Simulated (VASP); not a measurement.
# TiH2 (I4/mmm) in VASP: single point with PBEsol

Aim: the single point of TiH2 with PBEsol.

Program: VASP 6.6.1. These are calculated values, not measurements. Logs are shortened: lines on timing, memory, paths and dates and some standing lists are left out, and cuts for length are marked.

## (1) The cell of the first run

It takes space group I4/mmm (No. 139, tetragonal). The conventional cell has a = 3.448 Å, b = 3.448 Å, c = 4.608 Å, α = 90.00°, β = 90.00°, γ = 90.00°. Ti (site symmetry 4/mmm) has 8 H at 2.07 Å within 2.7 Å. Within 2.7 Å of H (site symmetry -4m2) lie 4 Ti at 2.07 Å and 6 H at 2.30 to 2.44 Å.

## (2) Single point, PBEsol (strain +0.080 along x and y, +0.080 along z)

The input, INCAR:

```
  PREC = Accurate
  ENCUT = 520
  EDIFF = 1E-6
  ISMEAR = 0
  SIGMA = 0.15
  LREAL = False
  LASPH = True
  NELM = 60
  ALGO = Fast
  ISIF = 2
  LWAVE = False
  LCHARG = True
  GGA = PS
  LELF = True
  LVHAR = True
  NBANDS = 14
```

The input, KPOINTS:

```
regular mesh
0
Gamma
  20 20 20
```

The input, POSCAR:

```
TiH2
1.0
   -1.7242200000      1.7242200000      2.3041800000
    1.7242200000     -1.7242200000      2.3041800000
    1.7242200000      1.7242200000     -2.3041800000
Ti H
1 2
Direct
    0.0000000000      0.0000000000      0.0000000000
    0.7500000000      0.2500000000      0.5000000000
    0.2500000000      0.7500000000      0.5000000000
```

Potentials or basis: VASP PAW PBE potentials, release 64 (Ti_sv, H).

Started as:

```bash
cat potpaw_PBE.64/Ti_sv/POTCAR potpaw_PBE.64/H/POTCAR > POTCAR
mpirun -np 1 vasp_std > vasp.out
```

OUTCAR:

```text
PREC = Accurate
   ENCUT = 520
   EDIFF = 1E-6
   ISMEAR = 0
   LREAL = False
   LASPH = True
   NELM = 60
   ISIF = 2
   GGA = PS

 ion  position               nearest neighbor table
   1  0.000  0.000  0.000-
   2  0.750  0.250  0.500-
   3  0.250  0.750  0.500-

  LATTYP: Found a body centered tetragonal cell.
 ALAT       =     3.4484400000
 C/A-ratio  =     1.3363607892

  Lattice vectors:

 A1 = (  -1.7242200000,   1.7242200000,   2.3041800000)
 A2 = (   1.7242200000,  -1.7242200000,   2.3041800000)
 A3 = (   1.7242200000,   1.7242200000,  -2.3041800000)

Analysis of symmetry for initial positions (statically):
=====================================================================
 Subroutine PRICEL returns:
 Original cell was already a primitive cell.

 Routine SETGRP: Setting up the symmetry group for a
 body centered tetragonal supercell.

 Subroutine GETGRP returns: Found 16 space group operations
 (whereof 16 operations were pure point group operations)
 out of a pool of 16 trial point group operations.

The static configuration has the point symmetry D_4h.

Analysis of symmetry for dynamics (positions and initial velocities):
=====================================================================
 Subroutine PRICEL returns:
 Original cell was already a primitive cell.

 Routine SETGRP: Setting up the symmetry group for a
 body centered tetragonal supercell.

 Subroutine GETGRP returns: Found 16 space group operations
 (whereof 16 operations were pure point group operations)
 out of a pool of 16 trial point group operations.

The dynamic configuration has the point symmetry D_4h.

 Subroutine INISYM returns: Found 16 space group operations
 (whereof 16 operations are pure point group operations),
 and found     1 'primitive' translations

----------------------------------------------------------------------------------------

                                     Primitive cell

  volume of cell :      27.4007

  direct lattice vectors                    reciprocal lattice vectors
    -1.724220000  1.724220000  2.304180000     0.000000000  0.289986197  0.216996936
     1.724220000 -1.724220000  2.304180000     0.289986197  0.000000000  0.216996936
     1.724220000  1.724220000 -2.304180000     0.289986197  0.289986197  0.000000000

  length of vectors
     3.354864332  3.354864332  3.354864332     0.362187333  0.362187333  0.410102412

  position of ions in fractional coordinates (direct lattice)
     0.000000000  0.000000000  0.000000000
     0.750000000  0.250000000  0.500000000
     0.250000000  0.750000000  0.500000000

  ion indices of the primitive-cell ions
   primitive index   ion index
                 1           1
                 2           2
                 3           3

----------------------------------------------------------------------------------------

 KPOINTS: regular mesh

Automatic generation of k-mesh.
 Grid dimensions read from file:
 generate k-points for:   20   20   20

 Generating k-lattice:

  Cartesian coordinates                     Fractional coordinates (reciprocal lattice)
     0.000000000  0.014499310  0.010849847     0.050000000  0.000000000  0.000000000
     0.014499310  0.000000000  0.010849847     0.000000000  0.050000000  0.000000000
     0.014499310  0.014499310  0.000000000     0.000000000  0.000000000  0.050000000

  Length of vectors
     0.018109367  0.018109367  0.020505121

  Shift w.r.t. Gamma in fractional coordinates (k-lattice)
     0.000000000  0.000000000  0.000000000

 Subroutine IBZKPT returns following result:
 ===========================================

 Found    641 irreducible k-points:

 Following reciprocal coordinates:
            Coordinates               Weight
  0.000000  0.000000  0.000000      1.000000
  0.050000  0.000000  0.000000      8.000000
  0.100000  0.000000  0.000000      8.000000
  0.150000 -0.000000  0.000000      8.000000
  0.200000  0.000000  0.000000      8.000000
  0.250000 -0.000000  0.000000      8.000000
[... 16 lines left out ...]
 -0.400000  0.050000  0.000000     16.000000
 -0.350000  0.050000  0.000000     16.000000
 [... further k-points ...]
   k-points           NKPTS =    641   k-points in BZ     NKDIM =    641   number of bands    NBANDS=     14
   number of dos      NEDOS =    301   number of ions     NIONS =      3
   total plane-waves  NPLWV =  21952
   dimension x,y,z NGX =    28 NGY =   28 NGZ =   28
   dimension x,y,z NGXF=    56 NGYF=   56 NGZF=   56
   ions per type =               1   2
   NGX,Y,Z   is equivalent  to a cutoff of  13.88, 13.88, 13.88 a.u.
   NGXF,Y,Z  is equivalent  to a cutoff of  27.75, 27.75, 27.75 a.u.
 SYSTEM =  unknown system
   PREC   = accura    normal or accurate (medium, high low for compatibility)
   ISTART =      0    job   : 0-new  1-cont  2-samecut
   ICHARG =      2    charge: 1-file 2-atom 10-const
   ISPIN  =      1    spin polarized calculation?
   LNONCOLLINEAR =      F non collinear calculations
   LSORBIT =      F    spin-orbit coupling
   LASPH  =      T    aspherical Exc in radial PAW
   ENCUT  =  520.0 eV  38.22 Ry    6.18 a.u.   6.24  6.24  6.24*2*pi/ulx,y,z
   NELM   =     60;   NELMIN=  2; NELMDL= -5     # of ELM steps
   EDIFF  = 0.1E-05   stopping-criterion for ELM
   LREAL  =      F    real-space projection
   EDIFFG = 0.1E-04   stopping-criterion for IOM
   NSW    =      0    number of steps for IOM
   IBRION =     -1    ionic relax: 0-MD 1-quasi-New 2-CG
   NFREE  =      0    steps in history (QN), initial steepest desc. (CG)
   ISIF   =      2    stress and relaxation
   ISYM   =      2    0-nonsym 1-usesym 2-fastsym
   POTIM  = 0.5000    time-step for ionic-motion
   TEBEG  =    0.0;   TEEND  =   0.0 temperature during run
   PSTRESS=    0.0 pullay stress
   NELECT =      14.0000    total number of electrons
   NUPDOWN=      -1.0000    fix difference up-down
   EMIN   =  10.00;   EMAX   =-10.00  energy-range for DOS
   EFERMI =   0.00;   METHOD = LEGACY
   ISMEAR =     0;   SIGMA  =   0.15  broadening in eV -4-tet -1-fermi 0-gaus
   EFERMI_NEDOS =   21; number of points for ismear=-14 and -15
   IALGO  =     68    algorithm
   IMIX   =      4    mixing-type and parameters
     AMIX     =   0.40;   BMIX     =  1.00
     AMIX_MAG =   1.60;   BMIX_MAG =  1.00
  volume/ion in A,a.u.               =       9.13        61.64
  Fermi-wavevector in a.u.,A,eV,Ry     =   1.308771  2.473218 23.305160  1.712881
  Thomas-Fermi vector in A             =   2.439415
   LORBIT       =      0    0 simple, 1 ext, 2 COOP (PROOUT), +10 PAW based schemes
   GGA     = PS    functional components
   LHFCALC =     F    Hartree Fock is set to
   AEXX    =    0.0000 exact exchange contribution
   IVDW    =     0    specifies the selected vdW correction
   LEPSILON=     F    determine dielectric tensor
   LRPA    =     F    only Hartree local field effects (RPA)
 non-spin polarized calculation
 RMM-DIIS sequential band-by-band and
 Gauss-broadening in eV      SIGMA  =   0.15
  energy-cutoff  :      520.00
  volume of cell :       27.40
 maximum number of plane-waves:       772
 NGX is ok and might be reduce to    28
   NGX = 13   NGY = 13   NGZ = 13

 number of electron      14.0000000 magnetization

 Free energy of the ion-electron system (eV)
  ---------------------------------------------------
  ext. energy  EPLUGINS =         0.00000000
  ---------------------------------------------------
  free energy    TOTEN  =       -16.04758704 eV

  energy without entropy =      -16.02541303  energy(sigma->0) =      -16.03650003

 E-fermi :   5.5029     XC(G=0): -10.6501

 val. band max:        5.5025169787   @ k =  -0.1000  -0.2500   0.1000
 cond. band min:       5.5033900679   @ k =  -0.1500  -0.2000   0.1000
 fundamental gap:      0.0008730891
 Fermi energy:         5.5029223303

 k-point     1 :       0.0000    0.0000    0.0000
  band No.  band energies     occupation
      1     -51.8521      2.00000
      2     -28.1080      2.00000
      3     -28.1080      2.00000
      4     -28.1010      2.00000
      5      -3.7503      2.00000
      6       5.2300      1.98992
      7       5.2300      1.98992
      8       5.4411      1.43988
      9       5.9358      0.00004
     10       6.4330      0.00000
     11       6.7194      0.00000
     12      17.8500      0.00000
     13      19.2863      0.00000
     14      19.2864      0.00000

 k-point     2 :       0.0500    0.0000    0.0000
  band No.  band energies     occupation
      1     -51.8516      2.00000
      2     -28.1111      2.00000
      3     -28.1087      2.00000
      4     -28.1024      2.00000
      5      -3.7002      2.00000
      6       4.8033      2.00000
      7       5.2486      1.98351
      8       5.3913      1.70737
      9       6.4248      0.00000
     10       6.4572      0.00000
     11       6.7065      0.00000
     12      17.3961      0.00000
     13      19.1532      0.00000
     14      19.2349      0.00000

 k-point     3 :       0.1000    0.0000    0.0000
  band No.  band energies     occupation
      1     -51.8502      2.00000
      2     -28.1222      2.00000
      3     -28.1107      2.00000
      4     -28.1045      2.00000
      5      -3.5517      2.00000
      6       4.1378      2.00000
      7       5.2987      1.94586
      8       5.4394      1.45104
      9       6.4071      0.00000
     10       6.6721      0.00000
     11       7.1981      0.00000
     12      16.5020      0.00000
     13      18.5099      0.00000
     14      19.0926      0.00000
[... 324 lines left out ...]
 k-point    23 :      -0.4000    0.0500    0.0000
  band No.  band energies     occupation
      1     -51.8348      2.00000
      2     -28.2502      2.00000
      3     -28.1342      2.00000
      4     -28.1197      2.00000
      5      -1.3620      2.00000
      6       1.2632      2.00000
      7       5.2819      1.96279
      8       5.6108      0.30891
      9       6.8921      0.00000
     10       7.0228      0.00000
     11       9.2413      0.00000
     12      12.1549      0.00000
     13      15.2284      0.00000
     14      16.8408      0.00000

 k-point    24 :      -0.3500    0.0500    0.0000
  band No.  band energies     occupation
      1     -51.8372      2.00000
      2     -28.2304      2.00000
      3     -28.1304      2.00000
      4     -28.1179      2.00000
      5      -1.8168      2.00000
      6       1.6345      2.00000
      7       5.3435      1.86716
      8       5.6437      0.18440
      9       6.7076      0.00000
     10       6.8981      0.00000
     11       9.3893      0.00000
     12      12.5546      0.00000
     13      15.3488      0.00000
     14      17.0442      0.00000

 [... further k-points ...]
[... 5 lines left out ...]
  --------------------------------------------------------------------------------------
  -------------------------------------------------------------------------------------
  Total       -4.2215146     -4.2215146     -3.9124704      0.0000000      0.0000000      0.0000000
  in kB     -246.8409044   -246.8409044   -228.7704360      0.0000000      0.0000000      0.0000000
  external PRESSURE =    -240.8174149 kB  Pullay stress =       0.0000000 kB

 VOLUME and BASIS-vectors are now :
 -----------------------------------------------------------------------------
  energy-cutoff  :      520.00
  volume of cell :       27.40
      direct lattice vectors                 reciprocal lattice vectors
    -1.724220000  1.724220000  2.304180000     0.000000000  0.289986197  0.216996936
     1.724220000 -1.724220000  2.304180000     0.289986197  0.000000000  0.216996936
     1.724220000  1.724220000 -2.304180000     0.289986197  0.289986197  0.000000000

 POSITION                                       TOTAL-FORCE (eV/Angst)
 -----------------------------------------------------------------------------------
      0.00000      0.00000      0.00000         0.000000      0.000000     -0.000000
     -0.00000      1.72422      1.15209        -0.000000      0.000000     -0.000000
      1.72422     -0.00000      1.15209         0.000000     -0.000000      0.000000
 -----------------------------------------------------------------------------------
    total drift:                               -0.000000     -0.000000      0.000000

  FREE ENERGIE OF THE ION-ELECTRON SYSTEM (eV)
  ---------------------------------------------------
  free  energy   TOTEN  =       -16.0475870367 eV

  energy  without entropy=      -16.0254130267  energy(sigma->0) =      -16.03650003
```

It took 14 min on 1 thread of Oxide Virtual Turin-like, shared host; peak memory 0.33 GiB.

Results:

- Free energy: -16.0476 eV
- Pressure: -24.1 GPa
- Band gap on the k mesh: zero (bands 7 and 8 overlap by 0.48 eV)

Levels at points of the mesh, in eV from the Fermi level:
| k point | band 3 | band 4 | band 5 | band 6 | band 7 | band 8 | band 9 | band 10 | band 11 | band 12 |
| --- | --- | --- | --- | --- | --- | --- | --- | --- | --- | --- |
| (0.00, 0.00, 0.00) | -33.61 | -33.60 | -9.25 | -0.27 | -0.27 | -0.06 | 0.43 | 0.93 | 1.22 | 12.35 |
| (0.50, 0.00, 0.00) | -33.64 | -33.62 | -6.23 | -4.76 | -0.26 | 0.06 | 1.57 | 1.71 | 3.38 | 6.25 |
| (0.50, 0.50, 0.00) | -33.67 | -33.65 | -5.09 | -4.72 | -2.32 | 1.59 | 1.71 | 1.82 | 4.97 | 5.96 |
| (0.50, 0.50, 0.50) | -33.68 | -33.68 | -5.15 | -4.43 | -2.21 | 1.71 | 1.73 | 1.73 | 5.69 | 5.85 |

Caveat: the cell differs from its parent crystal (strain +0.080 along x and y, +0.080 along z); the cell stands under tension; the PAW data sets were made with another functional, which shifts forces and pressure a little.
